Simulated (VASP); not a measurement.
# SrO (Fm-3m) in VASP: a series of runs, part 2 of 2

VASP 6.6.1. The steps go on from the part before.

### 4 Single point, PBE-based screened hybrid with 25 % exact exchange

This run uses another cell than the first one, of 17.12 Å³/atom.

The input, POSCAR:

```
SrO
1.0
    0.0000000000      2.5774751705      2.5774751705
    2.5774751705      0.0000000000      2.5774751705
    2.5774751705      2.5774751705      0.0000000000
Sr O
1 1
Direct
    0.5000000000      0.5000000000      0.5000000000
    0.0000000000      0.0000000000      0.0000000000
```

The input, INCAR.step1:

```
  ALGO = Normal
  EDIFF = 1E-5
  ENCUT = 520
  GGA = PE
  ISIF = 2
  ISMEAR = -1
  LASPH = T
  LCHARG = F
  LREAL = F
  LWAVE = T
  NBANDS = 15
  NELM = 60
  PREC = Accurate
  SIGMA = 0.05
```

The input, INCAR.step2:

```
  AEXX = 0.25
  ALGO = Normal
  EDIFF = 1E-6
  ENCUT = 520
  GGA = PE
  HFSCREEN = 0.3
  ISIF = 2
  ISMEAR = -1
  ISTART = 1
  LASPH = T
  LCHARG = F
  LHFCALC = T
  LREAL = F
  LWAVE = F
  NBANDS = 15
  NELM = 60
  PREC = Accurate
  PRECFOCK = Normal
  SIGMA = 0.05
```

The input, KPOINTS:

```
k-points
0
Gamma
  5 5 5
```

Potentials or basis: VASP PAW PBE potentials, release 64 (Sr_sv, O).

Launch:

```console
$ cat potpaw_PBE.64/Sr_sv/POTCAR potpaw_PBE.64/O/POTCAR > POTCAR
$ cp INCAR.step1 INCAR
$ mpirun -np 1 vasp_std > vasp.out
$ cp INCAR.step2 INCAR
$ mpirun -np 1 vasp_std > vasp.out
```

OUTCAR:

```text
AEXX = 0.25
   EDIFF = 1E-6
   ENCUT = 520
   GGA = PE
   HFSCREEN = 0.3
   ISIF = 2
   ISMEAR = -1
   ISTART = 1
   LASPH = T
   LHFCALC = T
   LREAL = F
   NELM = 60
   PREC = Accurate
   PRECFOCK = Normal

 ion  position               nearest neighbor table
   1  0.500  0.500  0.500-   2 2.58   2 2.58   2 2.58   2 2.58   2 2.58   2 2.58
   2  0.000  0.000  0.000-   1 2.58   1 2.58   1 2.58   1 2.58   1 2.58   1 2.58

  LATTYP: Found a face centered cubic cell.
 ALAT       =     5.1549503410

  Lattice vectors:

 A1 = (   0.0000000000,   2.5774751705,   2.5774751705)
 A2 = (   2.5774751705,   0.0000000000,   2.5774751705)
 A3 = (   2.5774751705,   2.5774751705,   0.0000000000)

Analysis of symmetry for initial positions (statically):
=====================================================================
 Subroutine PRICEL returns:
 Original cell was already a primitive cell.

 Routine SETGRP: Setting up the symmetry group for a
 face centered cubic supercell.

 Subroutine GETGRP returns: Found 48 space group operations
 (whereof 48 operations were pure point group operations)
 out of a pool of 48 trial point group operations.

The static configuration has the point symmetry O_h .

Analysis of symmetry for dynamics (positions and initial velocities):
=====================================================================
 Subroutine PRICEL returns:
 Original cell was already a primitive cell.

 Routine SETGRP: Setting up the symmetry group for a
 face centered cubic supercell.

 Subroutine GETGRP returns: Found 48 space group operations
 (whereof 48 operations were pure point group operations)
 out of a pool of 48 trial point group operations.

The dynamic configuration has the point symmetry O_h .

 Subroutine INISYM returns: Found 48 space group operations
 (whereof 48 operations are pure point group operations),
 and found     1 'primitive' translations

----------------------------------------------------------------------------------------

[... 114 lines left out ...]
   LEPSILON=     F    determine dielectric tensor
   LRPA    =     F    only Hartree local field effects (RPA)
 non-spin polarized calculation
  energy-cutoff  :      520.00
  volume of cell :       34.25
 maximum number of plane-waves:       941
  NGX = 24; NGY = 24; NGZ = 24

 number of electron      15.9999997 magnetization

 Free energy of the ion-electron system (eV)
  ---------------------------------------------------
  ext. energy  EPLUGINS =         0.00000000
  ---------------------------------------------------
  free energy    TOTEN  =       -13.94027430 eV

  energy without entropy =      -13.94027430  energy(sigma->0) =      -13.94027430

 E-fermi :   1.8225     XC(G=0):  -8.3823

 val. band max:        0.7063727909   @ k =   0.0000   0.0000   0.0000
 cond. band min:       5.3981281885   @ k =   0.4000   0.4000   0.0000
 fundamental gap:      4.6917553976
 Fermi energy:         1.8225014441

 k-point     1 :       0.0000    0.0000    0.0000
  band No.  band energies     occupation
      1     -33.5937      2.00000
      2     -15.8029      2.00000
      3     -13.9730      2.00000
      4     -13.9729      2.00000
      5     -13.9729      2.00000
      6       0.7064      2.00000
      7       0.7064      2.00000
      8       0.7064      2.00000
      9       5.8861      0.00000
     10       8.2896      0.00000
     11       8.2896      0.00000
     12       8.2896      0.00000
     13      10.5218      0.00000
     14      10.5219      0.00000
[... 149 lines left out ...]
      2     -16.4801      2.00000
      3     -14.5235      2.00000
      4     -14.4691      2.00000
      5     -13.5371      2.00000
      6      -0.5139      2.00000
      7      -0.0287      2.00000
      8       0.2981      2.00000
      9       7.2988      0.00000
     10       9.1078      0.00000
     11      10.9013      0.00000
     12      12.6367      0.00000
     13      13.4722      0.00000
     14      15.2067      0.00000
     15      16.0493      0.00000

------------------------ aborting loop because EDIFF is reached ----------------------------------------

  FORCE on cell =-STRESS in cart. coord.  units (eV):
  Direction    XX          YY          ZZ          XY          YZ          ZX
  --------------------------------------------------------------------------------------
  -------------------------------------------------------------------------------------
  Total        0.1149525      0.1149525      0.1149525      0.0000000     -0.0000000      0.0000000
  in kB        5.3779369      5.3779369      5.3779369      0.0000000     -0.0000000      0.0000000
  external PRESSURE =       5.3779369 kB  Pullay stress =       0.0000000 kB

 VOLUME and BASIS-vectors are now :
 -----------------------------------------------------------------------------
  energy-cutoff  :      520.00
  volume of cell :       34.25
      direct lattice vectors                 reciprocal lattice vectors
     0.000000000  2.577475171  2.577475171    -0.193988290  0.193988290  0.193988290
     2.577475171  0.000000000  2.577475171     0.193988290 -0.193988290  0.193988290
     2.577475171  2.577475171  0.000000000     0.193988290  0.193988290 -0.193988290

 POSITION                                       TOTAL-FORCE (eV/Angst)
 -----------------------------------------------------------------------------------
      2.57748      2.57748      2.57748         0.000000      0.000000     -0.000000
      0.00000      0.00000      0.00000         0.000000      0.000000      0.000000
 -----------------------------------------------------------------------------------
    total drift:                                0.000004     -0.000002     -0.000004

  FREE ENERGIE OF THE ION-ELECTRON SYSTEM (eV)
  ---------------------------------------------------
  free  energy   TOTEN  =       -13.9402742975 eV

  energy  without entropy=      -13.9402742975  energy(sigma->0) =      -13.94027430
```

OUTCAR.step1:

```text
EDIFF = 1E-5
   ENCUT = 520
   GGA = PE
   ISIF = 2
   ISMEAR = -1
[... 383 lines left out ...]
 -----------------------------------------------------------------------------------
      2.57748      2.57748      2.57748        -0.000000     -0.000000      0.000000
      0.00000      0.00000      0.00000         0.000000      0.000000     -0.000000
 -----------------------------------------------------------------------------------
    total drift:                                0.000000      0.000000      0.000000

  FREE ENERGIE OF THE ION-ELECTRON SYSTEM (eV)
  ---------------------------------------------------
  free  energy   TOTEN  =       -12.0458135443 eV

  energy  without entropy=      -12.0458135443  energy(sigma->0) =      -12.04581354
```

OSZICAR.step1:

```text
N       E                     dE             d eps       ncg     rms          rms(c)
DAV:   1     0.620151794531E+02    0.62015E+02   -0.77539E+03   300   0.998E+02
DAV:   2    -0.106841124933E+02   -0.72699E+02   -0.66189E+02   420   0.215E+02
DAV:   3    -0.141867066096E+02   -0.35026E+01   -0.34871E+01   433   0.402E+01
DAV:   4    -0.142475731067E+02   -0.60866E-01   -0.60856E-01   373   0.425E+00
DAV:   5    -0.142479867414E+02   -0.41363E-03   -0.41363E-03   378   0.289E-01    0.162E+01
DAV:   6    -0.121957816218E+02    0.20522E+01   -0.67046E+00   307   0.194E+01    0.191E+01
DAV:   7    -0.120545900092E+02    0.14119E+00   -0.30053E-01   335   0.485E+00    0.111E+01
DAV:   8    -0.120438512726E+02    0.10739E-01   -0.11958E-01   363   0.344E+00    0.411E-01
DAV:   9    -0.120451788045E+02   -0.13275E-02   -0.57331E-03   381   0.478E-01    0.232E-01
DAV:  10    -0.120456489153E+02   -0.47011E-03   -0.45582E-04   321   0.199E-01    0.869E-02
DAV:  11    -0.120457956648E+02   -0.14675E-03   -0.14446E-04   314   0.886E-02    0.271E-02
DAV:  12    -0.120458134399E+02   -0.17775E-04   -0.27445E-05   299   0.382E-02    0.241E-02
DAV:  13    -0.120458135443E+02   -0.10442E-06   -0.14717E-06   213   0.108E-02
   1 F= -.12045814E+02 E0= -.12045814E+02  d E =-.120990E-10
```

Wall time 12 min (1 thread of Intel Xeon Platinum 8375C at 2.90GHz (Ice Lake), shared host); peak memory 0.27 GiB.

What came out:

| Property | Result |
| --- | --- |
| Free energy | -13.9403 eV |
| Pressure | 0.5 GPa |
| Band gap on the k mesh | 4.69 eV (least direct gap 4.81 eV) |

Caveat: the k points lie up to 0.42 Å⁻¹ apart; the PAW data sets were made with another functional, which shifts forces and pressure a little; an odd mesh through Γ misses points on the zone boundary, where band edges can lie.

### 5 Relaxation of cell and atoms, HF

The input, POSCAR:

```
SrO
1.0
    0.0000000000      2.5663000000      2.5663000000
    2.5663000000      0.0000000000      2.5663000000
    2.5663000000      2.5663000000      0.0000000000
Sr O
1 1
Direct
    0.5000000000      0.5000000000      0.5000000000
    0.0000000000      0.0000000000      0.0000000000
```

The input, INCAR.step1:

```
SYSTEM = SrO
ALGO = Normal ; EDIFF = 1E-5
ENCUT = 600 ; GGA = PE
ISMEAR = -1 ; LASPH = .TRUE.
LCHARG = .FALSE. ; LREAL = .FALSE.
LWAVE = .TRUE. ; NBANDS = 15
NELM = 80 ; PREC = Accurate
SIGMA = 0.05
```

The input, INCAR.step2:

```
SYSTEM = SrO
AEXX = 1.0 ; AGGAC = 0.0
ALDAC = 0.0 ; ALGO = Normal
EDIFF = 1E-6 ; EDIFFG = -0.01
ENCUT = 600 ; GGA = PE
IBRION = 2 ; ISIF = 3
ISMEAR = -1 ; ISTART = 1
LASPH = .TRUE. ; LCHARG = .FALSE.
LHFCALC = .TRUE. ; LREAL = .FALSE.
LWAVE = .FALSE. ; NELM = 80
NSW = 60 ; PREC = Accurate
PRECFOCK = Normal ; SIGMA = 0.05
```

The input, KPOINTS:

```
k-points
0
G
  5 5 5
  0 0 0
```

Potentials or basis: VASP PAW PBE potentials, release 64 (Sr_sv, O).

Launch:

```console
$ cat potpaw_PBE.64/Sr_sv/POTCAR potpaw_PBE.64/O/POTCAR > POTCAR
$ cp INCAR.step1 INCAR
$ mpirun -np 1 vasp_std > vasp.out
$ cp INCAR.step2 INCAR
$ mpirun -np 1 vasp_std > vasp.out
```

OUTCAR:

```text
SYSTEM = SrO
   AEXX = 1.0
   EDIFF = 1E-6
   EDIFFG = -0.01
   ENCUT = 600
   GGA = PE
   IBRION = 2
   ISIF = 3
   ISMEAR = -1
   ISTART = 1
   LASPH = .TRUE.
   LHFCALC = .TRUE.
   LREAL = .FALSE.
   NELM = 80
   NSW = 60
   PREC = Accurate
   PRECFOCK = Normal

 ion  position               nearest neighbor table
   1  0.500  0.500  0.500-   2 2.57   2 2.57   2 2.57   2 2.57   2 2.57   2 2.57
   2  0.000  0.000  0.000-   1 2.57   1 2.57   1 2.57   1 2.57   1 2.57   1 2.57

  LATTYP: Found a face centered cubic cell.
 ALAT       =     5.1326000000

  Lattice vectors:

 A1 = (   0.0000000000,   2.5663000000,   2.5663000000)
 A2 = (   2.5663000000,   0.0000000000,   2.5663000000)
 A3 = (   2.5663000000,   2.5663000000,   0.0000000000)

Analysis of symmetry for initial positions (statically):
=====================================================================
 Subroutine PRICEL returns:
 Original cell was already a primitive cell.

 Routine SETGRP: Setting up the symmetry group for a
 face centered cubic supercell.

 Subroutine GETGRP returns: Found 48 space group operations
 (whereof 48 operations were pure point group operations)
 out of a pool of 48 trial point group operations.

The static configuration has the point symmetry O_h .

Analysis of symmetry for dynamics (positions and initial velocities):
=====================================================================
 Subroutine PRICEL returns:
 Original cell was already a primitive cell.

 Routine SETGRP: Setting up the symmetry group for a
 face centered cubic supercell.

 Subroutine GETGRP returns: Found 48 space group operations
 (whereof 48 operations were pure point group operations)
 out of a pool of 48 trial point group operations.

[... 101 lines left out ...]
   EFERMI_NEDOS =   21; number of points for ismear=-14 and -15
   IALGO  =     38    algorithm
   IMIX   =      1    mixing-type and parameters
     AMIX     =   0.40;   BMIX     =  1.00
     AMIX_MAG =   1.60;   BMIX_MAG =  1.00
  volume/ion in A,a.u.               =      16.90       114.06
  Fermi-wavevector in a.u.,A,eV,Ry     =   1.275843  2.410995 22.147245  1.627777
  Thomas-Fermi vector in A             =   2.408533
   LORBIT       =      0    0 simple, 1 ext, 2 COOP (PROOUT), +10 PAW based schemes
   GGA     = PE    functional components
   LHFCALC =     T    Hartree Fock is set to
   PRECFOCK=normal    Normal, Fast or Accurate (Low or Medium for compatibility)
   ENCUT4O =  -1.0   cutoff for four orbital integrals eV
   NKREDX  =     1    reduce k-point grid by
   NKREDY  =     1    reduce k-point grid by
   NKREDZ  =     1    reduce k-point grid by
   AEXX    =    1.0000 exact exchange contribution
   HFSCREEN=    0.0000 screening length (either q_TF or 0.3 A-1)
   HFSCREENC=   0.0000 screening length for correlation (either q_TF or 0.3 A-1)
   ENCUTFOCK=  -1.0 apply spherical cutoff to Coloumb kernel
   IVDW    =     0    specifies the selected vdW correction
   LEPSILON=     F    determine dielectric tensor
   LRPA    =     F    only Hartree local field effects (RPA)
 conjugate gradient relaxation of ions
 non-spin polarized calculation
  energy-cutoff  :      600.00
  volume of cell :       33.80
 maximum number of plane-waves:      1143
 NGX is ok and might be reduce to    30
  NGX = 24; NGY = 24; NGZ = 24

--------------------------------------- Ionic step        1  -------------------------------------------

 number of electron      15.9999997 magnetization

 Free energy of the ion-electron system (eV)
  ---------------------------------------------------
  ext. energy  EPLUGINS =         0.00000000
  ---------------------------------------------------
  free energy    TOTEN  =       -21.35484782 eV

  energy without entropy =      -21.35484782  energy(sigma->0) =      -21.35484782

------------------------ aborting loop because EDIFF is reached ----------------------------------------

  FORCE on cell =-STRESS in cart. coord.  units (eV):
  Direction    XX          YY          ZZ          XY          YZ          ZX
  --------------------------------------------------------------------------------------
  -------------------------------------------------------------------------------------
  Total        1.1228642      1.1228642      1.1228642      0.0000000      0.0000000      0.0000000
  in kB       53.2213098     53.2213098     53.2213098      0.0000000      0.0000000      0.0000000
  external PRESSURE =      53.2213098 kB  Pullay stress =       0.0000000 kB
[... 59 lines left out ...]
--------------------------------------- Ionic step        3  -------------------------------------------

 number of electron      16.0000002 magnetization

 Free energy of the ion-electron system (eV)
  ---------------------------------------------------
  ext. energy  EPLUGINS =         0.00000000
  ---------------------------------------------------
  free energy    TOTEN  =       -21.38261170 eV

  energy without entropy =      -21.38261170  energy(sigma->0) =      -21.38261170

 E-fermi :  -2.3231     XC(G=0):   0.0000

 val. band max:       -3.3971911124   @ k =   0.0000   0.0000   0.0000
 cond. band min:       9.6218716566   @ k =   0.4000   0.4000   0.0000
 fundamental gap:     13.0190627690
 Fermi energy:        -2.3231377321

 k-point     1 :       0.0000    0.0000    0.0000
  band No.  band energies     occupation
      1     -43.2424      2.00000
      2     -24.0966      2.00000
      3     -19.7702      2.00000
      4     -19.7702      2.00000
      5     -19.7702      2.00000
      6      -3.3972      2.00000
      7      -3.3972      2.00000
      8      -3.3972      2.00000
      9       9.8245      0.00000
     10      12.9000      0.00000
     11      12.9000      0.00000
     12      12.9000      0.00000
[... 162 lines left out ...]
  FREE ENERGIE OF THE ION-ELECTRON SYSTEM (eV)
  ---------------------------------------------------
  free  energy   TOTEN  =       -21.3826116989 eV

  energy  without entropy=      -21.3826116989  energy(sigma->0) =      -21.38261170

 reached required accuracy - stopping structural energy minimisation
```

Wall time 39 min (1 thread of Intel Xeon Platinum 8488C (Sapphire Rapids), shared host); peak memory 0.18 GiB.

What came out:

| Quantity | Value |
| --- | --- |
| Free energy | -21.3826 eV |
| Relaxed volume | 17.78 Å³/atom |
| Relaxed cell | a = 3.691 Å, b = 3.691 Å, c = 3.691 Å, α = 60.00°, β = 60.00°, γ = 60.00° |
| Space group after relaxing (to 0.1 Å) | Fm-3m (No. 225) |
| Energy gained by relaxing | 13.9 meV/atom |
| Ionic steps | 3 |
| Pressure after relaxing | 0.0 GPa |
| Band gap on the k mesh | 13.02 eV (least direct gap 13.18 eV) |

The path:
| step | energy change (eV) | largest force (eV/Å) | pressure (GPa) | volume (Å³) |
| --- | --- | --- | --- | --- |
| 1 | 0.0000 | 0.0000 | 5.32 | 33.80 |
| 2 | -0.0191 | 0.0000 | -2.53 | 36.62 |
| 3 | -0.0278 | 0.0000 | -0.03 | 35.56 |

Final structure:
```
Sr O
1.0
     0.00000    2.61002    2.61002
     2.61002    0.00000    2.61002
     2.61002    2.61002    0.00000
Sr O
1 1
Cartesian
  2.6100 2.6100 2.6100
  0.0000 0.0000 0.0000
```

Levels at points of the mesh, in eV from the valence-band top:
```csv
k point,band 4,band 5,band 6,band 7,band 8,band 9,band 10,band 11,band 12
"(0.00, 0.00, 0.00)",-16.37,-16.37,0.00,0.00,0.00,13.22,16.30,16.30,16.30
```

Caveat: the k points lie up to 0.42 Å⁻¹ apart in the final cell; the PAW data sets were made with another functional, which shifts forces and pressure a little; an odd mesh through Γ misses points on the zone boundary, where band edges can lie.

### 6 Overview

```csv
task,level,spin,cell,k mesh,cutoff (eV),smearing,grid for exact exchange (PRECFOCK),share of exact exchange,screening parameter,gap on the mesh (eV),pressure (GPa)
single point,revPBE+D3(BJ),"non-collinear, zero start, SOC","a = 3.629 Å, angles 60.0°, 2 atoms",9 × 9 × 9,600,tetrahedron,-,-,-,-,1.7
single point,PBEsol-based screened hybrid with 25 % exact exchange,off,"a = 3.629 Å, angles 60.0°, 2 atoms",5 × 5 × 5,520,fermi-dirac 0.05 eV,Normal,0.25,0.207 1/Å,4.84,-1.1
single point,PBE-based screened hybrid with 25 % exact exchange,off,"a = 3.645 Å, angles 60.0°, 2 atoms",5 × 5 × 5,520,fermi-dirac 0.05 eV,Normal,0.25,0.3 1/Å,4.69,0.5
relaxation of cell and atoms,HF,off,"relaxed from a = 3.629 Å, angles 60.0°, 2 atoms",5 × 5 × 5,600,fermi-dirac 0.05 eV,Normal,1,-,13.02,0.0
```

Alike in all rows: potentials or basis VASP PAW PBE potentials, release 64 (Sr_sv, O).

Caveats: some runs use coarse meshes; the PAW data sets were made with another functional, which shifts forces and pressure a little; an odd mesh through Γ misses points on the zone boundary, where band edges can lie (at least some runs).

Absolute energies hang on the potentials; compare differences alone.
